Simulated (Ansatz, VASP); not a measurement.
Two plane-wave programs on MgTe4

```xyz
5
Lattice="5.7878 0.0000 0.0000 0.0000 5.7878 0.0000 0.0000 0.0000 5.7878" Properties=species:S:1:pos:R:3 pbc="T T T"
Mg    0.0000    0.0000    0.0000
Te    2.8939    2.8939    2.8939
Te    0.0000    2.8939    2.8939
Te    2.8939    0.0000    2.8939
Te    2.8939    2.8939    0.0000
```

Change from the starting cell: species swapped into the Mn4N type (Pm-3m, No. 221).

Alike in both runs: functional PBE; k mesh 4 × 4 × 4; occupations gaussian, width 0.1 eV; no spin polarisation.

Ansatz relaxed the structure, and its values are those at the end. VASP's run is a single point on that final structure, the one shown.

|  | VASP | Ansatz |
| --- | --- | --- |
| version | VASP 6.6.1 | Ansatz 0.2.0 |
| potentials or method | VASP PAW PBE potentials, release 64 (Mg, Te), cutoff 520 eV | scalar-relativistic, plane waves, PAW |
| valence electrons in the cell | 26 | 74 |

|  | VASP | Ansatz | Ansatz less VASP |
| --- | --- | --- | --- |
| gap on the k mesh at the Fermi level (eV) | none | none | - |
| pressure (GPa) | 0.0 | 0.0 | +0.02 |

A gap of «none» marks a metal or a gap that the smearing closes. The functional is the same, so the differences come from potentials, cutoffs and numerics. VASP's potentials hold 26 valence electrons a cell and Ansatz's 74, so a difference there can come from the potentials and not from the codes.

Spin-orbit coupling is off throughout.
